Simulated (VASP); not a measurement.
# GaN (P6_3mc) in VASP: vibrations by perturbation theory with PBEsol

Aim: the vibrations by perturbation theory of GaN with PBEsol.

All numbers are computed with VASP 6.6.1; they aren't measurements. Logs are shortened: lines on timing, memory, paths and dates and some standing lists are left out, and cuts for length are marked.

## 1. The cell of the first run

It takes space group P6_3mc (No. 186, hexagonal). The conventional cell has a = 3.180 Å, b = 3.180 Å, c = 5.166 Å, α = 90.00°, β = 90.00°, γ = 120.00°. Within 2.6 Å of Ga (site symmetry 3m) lie 4 N at 1.94 to 1.95 Å. N (site symmetry 3m) has 4 Ga at 1.94 to 1.95 Å within 2.6 Å.

## 2. Vibrations by perturbation theory, PBEsol

INCAR

```
ALGO = Normal ; EDIFF = 1E-8
ENCUT = 520 ; GGA = PS
IBRION = 8 ; ISIF = 2
ISMEAR = 1 ; LASPH = True
LCHARG = True ; LREAL = False
LWAVE = False ; NBANDS = 26
NELM = 60 ; NSW = 1
PREC = Accurate ; SIGMA = 0.1
```

KPOINTS

```
k-points
0
Gamma
  6 6 4
```

POSCAR

```
GaN
1.0
    3.1800000000      0.0000000000      0.0000000000
   -1.5900000000      2.7539610000      0.0000000000
    0.0000000000      0.0000000000      5.1660000000
Ga N
2 2
Direct
    0.3333333333      0.6666666667      0.0000000000
    0.6666666667      0.3333333333      0.5000000000
    0.3333333333      0.6666666667      0.3750000000
    0.6666666667      0.3333333333      0.8750000000
```

Potentials or basis: VASP PAW PBE potentials, release 64 (Ga_d, N).

Run with:

```
> cat potpaw_PBE.64/Ga_d/POTCAR potpaw_PBE.64/N/POTCAR > POTCAR
> mpirun -np 1 vasp_std > vasp.out
```

OUTCAR:

```text
EDIFF = 1E-8
   ENCUT = 520
   GGA = PS
   IBRION = 8
   ISIF = 2
   ISMEAR = 1
   LASPH = True
   LREAL = False
   NELM = 60
   NSW = 1
   PREC = Accurate

 ion  position               nearest neighbor table
   1  0.333  0.667  0.000-   3 1.94   4 1.95   4 1.95   4 1.95
   2  0.667  0.333  0.500-   4 1.94   3 1.95   3 1.95   3 1.95
   3  0.333  0.667  0.375-   1 1.94   2 1.95   2 1.95   2 1.95
   4  0.667  0.333  0.875-   2 1.94   1 1.95   1 1.95   1 1.95

  LATTYP: Found a hexagonal cell.
 ALAT       =     3.1800000000
 C/A-ratio  =     1.6245283019

  Lattice vectors:

 A1 = (   3.1800000000,   0.0000000000,   0.0000000000)
 A2 = (  -1.5900000000,   2.7539610000,   0.0000000000)
 A3 = (   0.0000000000,   0.0000000000,   5.1660000000)

Analysis of symmetry for initial positions (statically):
=====================================================================
 Subroutine PRICEL returns:
 Original cell was already a primitive cell.

 Routine SETGRP: Setting up the symmetry group for a
 hexagonal supercell.

 Subroutine GETGRP returns: Found 12 space group operations
 (whereof  6 operations were pure point group operations)
 out of a pool of 24 trial point group operations.

The static configuration has the point symmetry C_3v.
 The point group associated with its full space group is C_6v.

Analysis of symmetry for dynamics (positions and initial velocities):
=====================================================================
 Subroutine PRICEL returns:
 Original cell was already a primitive cell.

 Routine SETGRP: Setting up the symmetry group for a
 hexagonal supercell.

 Subroutine GETGRP returns: Found 12 space group operations
 (whereof  6 operations were pure point group operations)
[... 799 lines left out ...]
  ---------------------------------------------------
  free  energy   TOTEN  =       -26.2615922674 eV

  energy  without entropy=      -26.2617365180  energy(sigma->0) =      -26.26164035

[... ionic steps 2 to 9 ...]

--------------------------------------- Ionic step       10  -------------------------------------------

------------------------ aborting loop because EDIFF is reached ----------------------------------------

[... ionic steps 11 to 11 ...]

--------------------------------------- Ionic step       12  -------------------------------------------

 Free energy of the ion-electron system (eV)
  ---------------------------------------------------
  ---------------------------------------------------
  free energy    TOTEN  =        -0.24714991 eV

  energy without entropy =       -0.24715018

------------------------ aborting loop because EDIFF is reached ----------------------------------------

 INTERNAL STRAIN TENSOR  FOR ION    3  DIRECTION 3   (eV/Angst):
 -----------------------------------------------------------------------------
     5.20099 -0.00000  0.00000
    -0.00000  5.20099  0.00000
     0.00000  0.00000-11.06507

 INTERNAL STRAIN TENSOR FOR ION    4 for displacements in x,y,z  (eV/Angst):
          X           Y           Z          XY          YZ          ZX
  --------------------------------------------------------------------------------
  x     0.00000     0.00000     0.00000     9.21591     0.00000     5.27489
  y     9.21591    -9.21591     0.00000     0.00000     5.56804     0.00000
  z     5.20099     5.20099   -11.06507     0.00000     0.00000     0.00000

 SECOND DERIVATIVES (NOT SYMMETRIZED)
 ------------------------------------
               1X          1Y          1Z          2X          2Y          2Z          3X          3Y          3Z          4X          4Y          4Z
  1X   -12.804351    0.000000   -0.000000    0.396647   -0.000000    0.000000    0.991949   -0.000000    0.000000   11.415755    0.000000    0.000000
  1Y     0.000000  -12.804353    0.000000    0.000000    0.396648    0.000000    0.000000    0.991949    0.000000    0.000000   11.415757    0.000000
  1Z     0.000000    0.000000  -20.796668    0.000000   -0.000000    8.332395    0.000000    0.000000    7.643771    0.000000   -0.000000    4.820502
  2X     0.396647    0.000000    0.000000  -12.804351    0.000000   -0.000000   11.415755   -0.000000    0.000000    0.991949   -0.000000   -0.000000
  2Y     0.000000    0.396648    0.000000   -0.000000  -12.804353    0.000000    0.000000   11.415757    0.000000    0.000000    0.991949   -0.000000
  2Z     0.000000    0.000000    8.332395    0.000000    0.000000  -20.796668    0.000000    0.000000    4.820502    0.000000    0.000000    7.643771
  3X     0.992753    0.000000   -0.000000   11.418796    0.000000    0.000000  -13.062869    0.000000   -0.000000    0.651321   -0.000000    0.000000
  3Y     0.000000    0.992753    0.000000    0.000000   11.418797    0.000000    0.000000  -13.062871    0.000000    0.000000    0.651321    0.000000
  3Z    -0.000000    0.000000    7.613362    0.000000    0.000000    4.864851    0.000000    0.000000  -18.576890    0.000000   -0.000000    6.098677
  4X    11.418796    0.000000   -0.000000    0.992753    0.000000    0.000000    0.651321   -0.000000    0.000000  -13.062869    0.000000    0.000000
  4Y     0.000000   11.418797    0.000000    0.000000    0.992753   -0.000000    0.000000    0.651321    0.000000   -0.000000  -13.062871    0.000000
  4Z     0.000000   -0.000000    4.864851    0.000000    0.000000    7.613362    0.000000    0.000000    6.098677   -0.000000    0.000000  -18.576890

 Eigenvectors and eigenvalues of the dynamical matrix
 ----------------------------------------------------

   1 f  =   20.788774 THz   130.619722 2PiTHz  693.438875 cm-1    85.975424 meV
             X         Y         Z           dx          dy          dz
     -0.000000  1.835974  0.000000     0.000000    0.000000    0.046584
      1.590000  0.917987  2.583000     0.000000    0.000000   -0.046584
     -0.000000  1.835974  1.937250     0.000000    0.000000   -0.705571
      1.590000  0.917987  4.520250    -0.000000   -0.000000    0.705571
[... 71 lines left out ...]
  12 f/i=    0.003372 THz     0.021184 2PiTHz    0.112462 cm-1     0.013943 meV
             X         Y         Z           dx          dy          dz
     -0.000000  1.835974  0.000000    -0.000000   -0.000000   -0.645340
      1.590000  0.917987  2.583000    -0.000000   -0.000000   -0.645340
     -0.000000  1.835974  1.937250    -0.000000   -0.000000   -0.289026
      1.590000  0.917987  4.520250    -0.000000   -0.000000   -0.289026

--------------------------------------------------------------------------------------------------------

 ELASTIC MODULI CONTR FROM IONIC RELAXATION (kBar)
 Direction    XX          YY          ZZ          XY          YZ          ZX
 --------------------------------------------------------------------------------
 XX        -594.4766    287.8005    326.0514      0.0000     -0.0000     -0.0000
 YY         287.8005   -594.4768    326.0514     -0.0000      0.0000      0.0000
 ZZ         326.0514    326.0514   -693.3014      0.0000     -0.0000     -0.0000
 XY           0.0000     -0.0000      0.0000   -441.1386     -0.0000      0.0000
 YZ          -0.0000      0.0000     -0.0000     -0.0000   -151.1111      0.0000
 ZX          -0.0000      0.0000     -0.0000      0.0000      0.0000   -163.6773
 --------------------------------------------------------------------------------
```

OSZICAR:

```text
N       E                     dE             d eps       ncg     rms          rms(c)
DAV:   1     0.268996069256E+03    0.26900E+03   -0.17489E+04  1244   0.255E+03
DAV:   2     0.420383928224E+01   -0.26479E+03   -0.24876E+03  1196   0.483E+02
DAV:   3    -0.288382266511E+02   -0.33042E+02   -0.32566E+02  1286   0.140E+02
DAV:   4    -0.299123005035E+02   -0.10741E+01   -0.10704E+01  1340   0.270E+01
[... 91 lines left out ...]
RMM:  10    -0.247149866009E+00   -0.19026E-07    0.41726E-07  2463   0.255E-04    0.109E-05
RMM:  11    -0.247149885650E+00   -0.19640E-07    0.30703E-07  2564   0.114E-04    0.478E-06
RMM:  12    -0.247149906789E+00   -0.21139E-07    0.93324E-08  2508   0.652E-05    0.181E-06
RMM:  13    -0.247149910136E+00   -0.33474E-08    0.65082E-08  2606   0.516E-05    0.461E-07
 Linear response finished
```

It took 5.3 min on 1 thread of Intel Xeon 6975P-C, shared host; peak memory 0.35 GiB.

What came out:

```
Highest phonon frequency at Γ, LO-TO splitting left out : 693 cm⁻¹
```

Phonon frequencies in cm⁻¹ (negative: imaginary):
```csv
q point,frequencies
"(0.000, 0.000, 0.000)",0 0 0 135 135 335 538 538 539 547 547 693
```

Caveat: the k points lie up to 0.38 Å⁻¹ apart.
